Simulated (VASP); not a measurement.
# CdS (Hawleyite) (F-43m) in VASP: notebook

CdS (Hawleyite) is run at these levels: PBE; tasks: single point, relaxation of cell and atoms.

Program: VASP 6.6.1. These are calculated values, not measurements. Logs are shortened: lines on timing, memory, paths and dates and some standing lists are left out, and cuts for length are marked.

### Step 1. The cell of the first run

The structure is cubic, space group F-43m (No. 216). Conventional cell: a = 5.926 Å, b = 5.926 Å, c = 5.926 Å, α = 90.00°, β = 90.00°, γ = 90.00°. Cd (site symmetry -43m) has 4 S at 2.57 Å within 3.4 Å. S (site symmetry -43m) has 4 Cd at 2.57 Å within 3.4 Å.

### Step 2. Single point, PBE

Contents of INCAR:

```
ALGO = Normal ; EDIFF = 1E-7
ENCUT = 520 ; GGA = PE
ISIF = 2 ; ISMEAR = 0
LASPH = True ; LCHARG = False
LREAL = False ; LWAVE = False
NBANDS = 16 ; NELM = 80
PREC = Accurate ; SIGMA = 0.01
```

Contents of KPOINTS:

```
k-points
0
Gamma
  6 6 6
```

Contents of POSCAR:

```
CdS
1.0
    0.0000000000      2.9631099315      2.9631099315
    2.9631099315      0.0000000000      2.9631099315
    2.9631099315      2.9631099315      0.0000000000
Cd S
1 1
Direct
    0.0000000000      0.0000000000      0.0000000000
    0.2500000000      0.2500000000      0.2500000000
```

Potentials or basis: VASP PAW PBE potentials, release 64 (Cd, S).

Command:

```
$ cat potpaw_PBE.64/Cd/POTCAR potpaw_PBE.64/S/POTCAR > POTCAR
$ mpirun -np 1 vasp_std > vasp.out
```

OUTCAR:

```text
EDIFF = 1E-7
   ENCUT = 520
   GGA = PE
   ISIF = 2
   ISMEAR = 0
   LASPH = True
   LREAL = False
   NELM = 80
   PREC = Accurate

 ion  position               nearest neighbor table
   1  0.000  0.000  0.000-   2 2.57   2 2.57   2 2.57   2 2.57
   2  0.250  0.250  0.250-   1 2.57   1 2.57   1 2.57   1 2.57

  LATTYP: Found a face centered cubic cell.
 ALAT       =     5.9262198630

  Lattice vectors:

 A1 = (   0.0000000000,   2.9631099315,   2.9631099315)
 A2 = (   2.9631099315,   0.0000000000,   2.9631099315)
 A3 = (   2.9631099315,   2.9631099315,   0.0000000000)

Analysis of symmetry for initial positions (statically):
=====================================================================
 Subroutine PRICEL returns:
 Original cell was already a primitive cell.

 Routine SETGRP: Setting up the symmetry group for a
 face centered cubic supercell.

 Subroutine GETGRP returns: Found 24 space group operations
 (whereof 24 operations were pure point group operations)
 out of a pool of 48 trial point group operations.

The static configuration has the point symmetry T_d .

Analysis of symmetry for dynamics (positions and initial velocities):
=====================================================================
 Subroutine PRICEL returns:
 Original cell was already a primitive cell.

 Routine SETGRP: Setting up the symmetry group for a
 face centered cubic supercell.

 Subroutine GETGRP returns: Found 24 space group operations
 (whereof 24 operations were pure point group operations)
 out of a pool of 48 trial point group operations.

The dynamic configuration has the point symmetry T_d .

 Subroutine INISYM returns: Found 24 space group operations
 (whereof 24 operations are pure point group operations),
 and found     1 'primitive' translations

----------------------------------------------------------------------------------------

                                     Primitive cell

  volume of cell :      52.0323

  direct lattice vectors                    reciprocal lattice vectors
     0.000000000  2.963109932  2.963109932    -0.168741630  0.168741630  0.168741630
     2.963109932  0.000000000  2.963109932     0.168741630 -0.168741630  0.168741630
     2.963109932  2.963109932  0.000000000     0.168741630  0.168741630 -0.168741630

  length of vectors
     4.190470252  4.190470252  4.190470252     0.292269077  0.292269077  0.292269077

  position of ions in fractional coordinates (direct lattice)
     0.000000000  0.000000000  0.000000000
     0.250000000  0.250000000  0.250000000

  ion indices of the primitive-cell ions
   primitive index   ion index
                 1           1
                 2           2

----------------------------------------------------------------------------------------

 KPOINTS: k-points

Automatic generation of k-mesh.
 Grid dimensions read from file:
 generate k-points for:    6    6    6

 Generating k-lattice:

  Cartesian coordinates                     Fractional coordinates (reciprocal lattice)
    -0.028123605  0.028123605  0.028123605     0.166666667  0.000000000  0.000000000
     0.028123605 -0.028123605  0.028123605     0.000000000  0.166666667  0.000000000
     0.028123605  0.028123605 -0.028123605     0.000000000  0.000000000  0.166666667

  Length of vectors
     0.048711513  0.048711513  0.048711513

  Shift w.r.t. Gamma in fractional coordinates (k-lattice)
     0.000000000  0.000000000  0.000000000

 Subroutine IBZKPT returns following result:
 ===========================================

 Found     16 irreducible k-points:

 Following reciprocal coordinates:
            Coordinates               Weight
  0.000000  0.000000  0.000000      1.000000
  0.166667  0.000000  0.000000      8.000000
  0.333333  0.000000  0.000000      8.000000
  0.500000  0.000000  0.000000      4.000000
  0.166667  0.166667  0.000000      6.000000
  0.333333  0.166667  0.000000     24.000000
[... 8 lines left out ...]
 -0.333333  0.333333  0.166667     24.000000
 -0.333333  0.500000  0.166667     12.000000
   k-points           NKPTS =     16   k-points in BZ     NKDIM =     16   number of bands    NBANDS=     16
   number of dos      NEDOS =    301   number of ions     NIONS =      2
   total plane-waves  NPLWV =  32768
   dimension x,y,z NGX =    32 NGY =   32 NGZ =   32
   dimension x,y,z NGXF=    64 NGYF=   64 NGZF=   64
   ions per type =               1   1
   NGX,Y,Z   is equivalent  to a cutoff of  12.70, 12.70, 12.70 a.u.
   NGXF,Y,Z  is equivalent  to a cutoff of  25.39, 25.39, 25.39 a.u.
 SYSTEM =  unknown system
   PREC   = accura    normal or accurate (medium, high low for compatibility)
   ISTART =      0    job   : 0-new  1-cont  2-samecut
   ICHARG =      2    charge: 1-file 2-atom 10-const
   ISPIN  =      1    spin polarized calculation?
   LNONCOLLINEAR =      F non collinear calculations
   LSORBIT =      F    spin-orbit coupling
   LASPH  =      T    aspherical Exc in radial PAW
   ENCUT  =  520.0 eV  38.22 Ry    6.18 a.u.   7.79  7.79  7.79*2*pi/ulx,y,z
   NELM   =     80;   NELMIN=  2; NELMDL= -5     # of ELM steps
   EDIFF  = 0.1E-06   stopping-criterion for ELM
   LREAL  =      F    real-space projection
   EDIFFG = 0.1E-05   stopping-criterion for IOM
   NSW    =      0    number of steps for IOM
   IBRION =     -1    ionic relax: 0-MD 1-quasi-New 2-CG
   NFREE  =      0    steps in history (QN), initial steepest desc. (CG)
   ISIF   =      2    stress and relaxation
   ISYM   =      2    0-nonsym 1-usesym 2-fastsym
   POTIM  = 0.5000    time-step for ionic-motion
   TEBEG  =    0.0;   TEEND  =   0.0 temperature during run
   PSTRESS=    0.0 pullay stress
   NELECT =      18.0000    total number of electrons
   NUPDOWN=      -1.0000    fix difference up-down
   EMIN   =  10.00;   EMAX   =-10.00  energy-range for DOS
   EFERMI =   0.00;   METHOD = LEGACY
   ISMEAR =     0;   SIGMA  =   0.01  broadening in eV -4-tet -1-fermi 0-gaus
   EFERMI_NEDOS =   21; number of points for ismear=-14 and -15
   IALGO  =     38    algorithm
   IMIX   =      4    mixing-type and parameters
     AMIX     =   0.40;   BMIX     =  1.00
     AMIX_MAG =   1.60;   BMIX_MAG =  1.00
  volume/ion in A,a.u.               =      26.02       175.57
  Fermi-wavevector in a.u.,A,eV,Ry     =   1.149233  2.171735 17.969696  1.320735
  Thomas-Fermi vector in A             =   2.285903
   LORBIT       =      0    0 simple, 1 ext, 2 COOP (PROOUT), +10 PAW based schemes
   GGA     = PE    functional components
   LHFCALC =     F    Hartree Fock is set to
   AEXX    =    0.0000 exact exchange contribution
   IVDW    =     0    specifies the selected vdW correction
   LEPSILON=     F    determine dielectric tensor
   LRPA    =     F    only Hartree local field effects (RPA)
 non-spin polarized calculation
 Gauss-broadening in eV      SIGMA  =   0.01
  energy-cutoff  :      520.00
  volume of cell :       52.03
 maximum number of plane-waves:      1420
   NGX = 15   NGY = 15   NGZ = 15

 number of electron      18.0000001 magnetization

 Free energy of the ion-electron system (eV)
  ---------------------------------------------------
  ext. energy  EPLUGINS =         0.00000000
  ---------------------------------------------------
  free energy    TOTEN  =        -6.14505798 eV

  energy without entropy =       -6.14505798  energy(sigma->0) =       -6.14505798

 E-fermi :   0.9762     XC(G=0):  -8.9279

 val. band max:        0.9212491019   @ k =   0.0000   0.0000   0.0000
 cond. band min:       1.9640689891   @ k =   0.0000   0.0000   0.0000
 fundamental gap:      1.0428198872
 Fermi energy:         0.9762325528

 k-point     1 :       0.0000    0.0000    0.0000
  band No.  band energies     occupation
      1     -11.1680      2.00000
      2      -6.6497      2.00000
      3      -6.6497      2.00000
      4      -6.6497      2.00000
      5      -6.2324      2.00000
      6      -6.2324      2.00000
[... 8 lines left out ...]
     15      12.3259      0.00000
     16      12.3259      0.00000

 k-point     2 :       0.1667    0.0000    0.0000
  band No.  band energies     occupation
      1     -11.0725      2.00000
      2      -6.6165      2.00000
      3      -6.6165      2.00000
      4      -6.5545      2.00000
      5      -6.2329      2.00000
      6      -6.2329      2.00000
[... 8 lines left out ...]
     15      11.5655      0.00000
     16      12.6143      0.00000

 k-point     3 :       0.3333    0.0000    0.0000
  band No.  band energies     occupation
      1     -10.8809      2.00000
      2      -6.5625      2.00000
      3      -6.5625      2.00000
      4      -6.2184      2.00000
      5      -6.2177      2.00000
      6      -6.2177      2.00000
[... 8 lines left out ...]
     15      11.9584      0.00000
     16      11.9584      0.00000

 k-point     4 :       0.5000    0.0000    0.0000
  band No.  band energies     occupation
      1     -10.7858      2.00000
      2      -6.5438      2.00000
      3      -6.5438      2.00000
      4      -6.1995      2.00000
      5      -6.1995      2.00000
      6      -5.8926      2.00000
[... 8 lines left out ...]
     15      13.3602      0.00000
     16      13.3602      0.00000
[... 172 lines left out ...]
 k-point    14 :       0.5000    0.3333    0.1667
  band No.  band energies     occupation
      1     -10.7588      2.00000
      2      -6.4834      2.00000
      3      -6.4745      2.00000
      4      -6.3112      2.00000
      5      -6.1974      2.00000
      6      -5.9612      2.00000
[... 8 lines left out ...]
     15      13.7250      0.00000
     16      13.9920      0.00000

 k-point    15 :      -0.3333    0.3333    0.1667
  band No.  band energies     occupation
      1     -10.6983      2.00000
      2      -6.4786      2.00000
      3      -6.4422      2.00000
      4      -6.2664      2.00000
      5      -6.2152      2.00000
      6      -5.7381      2.00000
[... 8 lines left out ...]
     15      13.2450      0.00000
     16      14.0750      0.00000

 k-point    16 :      -0.3333    0.5000    0.1667
  band No.  band energies     occupation
      1     -10.6688      2.00000
      2      -6.4428      2.00000
      3      -6.4128      2.00000
      4      -6.2985      2.00000
      5      -6.1950      2.00000
      6      -5.7119      2.00000
[... 8 lines left out ...]
     15      13.9753      0.00000
     16      14.0696      0.00000

------------------------ aborting loop because EDIFF is reached ----------------------------------------

  FORCE on cell =-STRESS in cart. coord.  units (eV):
  Direction    XX          YY          ZZ          XY          YZ          ZX
  --------------------------------------------------------------------------------------
  -------------------------------------------------------------------------------------
  Total        0.1006415      0.1006415      0.1006415      0.0000000      0.0000000     -0.0000000
  in kB        3.0989480      3.0989480      3.0989480      0.0000000      0.0000000     -0.0000000
  external PRESSURE =       3.0989480 kB  Pullay stress =       0.0000000 kB

 VOLUME and BASIS-vectors are now :
 -----------------------------------------------------------------------------
  energy-cutoff  :      520.00
  volume of cell :       52.03
      direct lattice vectors                 reciprocal lattice vectors
     0.000000000  2.963109932  2.963109932    -0.168741630  0.168741630  0.168741630
     2.963109932  0.000000000  2.963109932     0.168741630 -0.168741630  0.168741630
     2.963109932  2.963109932  0.000000000     0.168741630  0.168741630 -0.168741630

 POSITION                                       TOTAL-FORCE (eV/Angst)
 -----------------------------------------------------------------------------------
      0.00000      0.00000      0.00000        -0.000000      0.000000     -0.000000
      1.48155      1.48155      1.48155         0.000000     -0.000000      0.000000
 -----------------------------------------------------------------------------------
    total drift:                               -0.000000     -0.000000     -0.000000

  FREE ENERGIE OF THE ION-ELECTRON SYSTEM (eV)
  ---------------------------------------------------
  free  energy   TOTEN  =        -6.1450579753 eV

  energy  without entropy=       -6.1450579753  energy(sigma->0) =       -6.14505798
```

Wall time 16 s (1 thread of Intel Xeon 8259CL, shared host); peak memory 0.18 GiB.

What came out:

```
Free energy            : -6.1451 eV
Pressure               : 0.3 GPa
Band gap on the k mesh : 1.04 eV, direct
```

Levels at points of the mesh, in eV from the valence-band top:
```csv
k point,band 6,band 7,band 8,band 9,band 10,band 11,band 12,band 13
"(0.00, 0.00, 0.00)",-7.15,0.00,0.00,0.00,1.04,6.55,6.55,6.55
"(0.50, 0.00, 0.00)",-6.81,-4.12,-0.69,-0.69,2.94,7.00,7.00,7.33
"(0.50, 0.50, 0.00)",-6.75,-3.75,-1.72,-1.72,3.63,4.28,9.04,10.49
```

Expect the measured gap to be larger: semilocal functionals such as PBE lack the derivative discontinuity.

### Step 3. Relaxation of cell and atoms, PBE

This run uses another cell than the first one, of 24.81 Å³/atom, 0.954 times its volume.

Contents of INCAR:

```
PREC     = Accurate       # precision mode
ENCUT    = 600            # plane-wave cutoff, eV
EDIFF    = 1E-7           # SCF threshold, eV
ISMEAR   = 0              # smearing method
SIGMA    = 0.01           # smearing width, eV
LREAL    = False          # projectors in reciprocal space
LASPH    = True           # aspherical terms in the spheres
NELM     = 80             # most SCF steps
ALGO     = Normal         # electronic algorithm
ISIF     = 3              # what is computed and relaxed
LWAVE    = False          # write WAVECAR
LCHARG   = False          # write CHGCAR
GGA      = PE             # functional
IBRION   = 2              # ionic algorithm
NSW      = 80             # ionic steps
EDIFFG   = -0.02          # ionic threshold
```

Contents of KPOINTS:

```
regular mesh
0
Gamma
  6 6 6
```

Contents of POSCAR:

```
CdS
1.0
    0.0000000000      2.9165000000      2.9165000000
    2.9165000000      0.0000000000      2.9165000000
    2.9165000000      2.9165000000      0.0000000000
Cd S
1 1
Direct
    0.0000000000      0.0000000000      0.0000000000
    0.2500000000      0.2500000000      0.2500000000
```

Potentials or basis: VASP PAW PBE potentials, release 64 (Cd, S).

Command:

```
$ cat potpaw_PBE.64/Cd/POTCAR potpaw_PBE.64/S/POTCAR > POTCAR
$ mpirun -np 1 vasp_std > vasp.out
```

It took 55 s on 1 thread of Intel Xeon 8259CL, shared host; peak memory 0.22 GiB.

The run converged. Its results:

| Item | Value |
| --- | --- |
| Free energy | -6.1444 eV |
| Relaxed volume | 26.15 Å³/atom |
| Relaxed cell | a = 4.198 Å, b = 4.198 Å, c = 4.198 Å, α = 60.00°, β = 60.00°, γ = 60.00° |
| Space group after relaxing (to 0.05 Å) | F-43m (No. 216) |
| Energy gained by relaxing | 12.7 meV/atom |
| Ionic steps | 3 |
| Pressure after relaxing | 0.0 GPa |
| Band gap on the k mesh | 1.03 eV, direct |

The path:
```csv
step,energy change (eV),largest force (eV/Å),pressure (GPa),volume (Å³)
1,0.0000,0.0000,3.19,49.62
2,-0.0227,0.0000,-0.91,53.24
3,-0.0254,0.0000,0.01,52.30
```

Final structure:
```xyz
2
Lattice="0.0000 2.9681 2.9681 2.9681 0.0000 2.9681 2.9681 2.9681 0.0000" Properties=species:S:1:pos:R:3 pbc="T T T"
Cd    0.0000    0.0000    0.0000
S     1.4841    1.4841    1.4841
```

Levels at points of the mesh, in eV from the valence-band top:
```
           k point  band 5  band 6  band 7  band 8  band 9  band 10  band 11  band 12  band 13
(0.00, 0.00, 0.00)   -7.14   -7.14    0.00    0.00    0.00     1.03     6.55     6.55     6.55
(0.50, 0.00, 0.00)   -7.11   -6.81   -4.09   -0.68   -0.68     2.93     7.00     7.00     7.31
(0.50, 0.50, 0.00)   -7.07   -6.75   -3.73   -1.70   -1.70     3.64     4.27     9.02    10.46
```

As with any semilocal functional, this PBE gap is likely too small. Zero-point motion and thermal expansion aren't in these numbers.
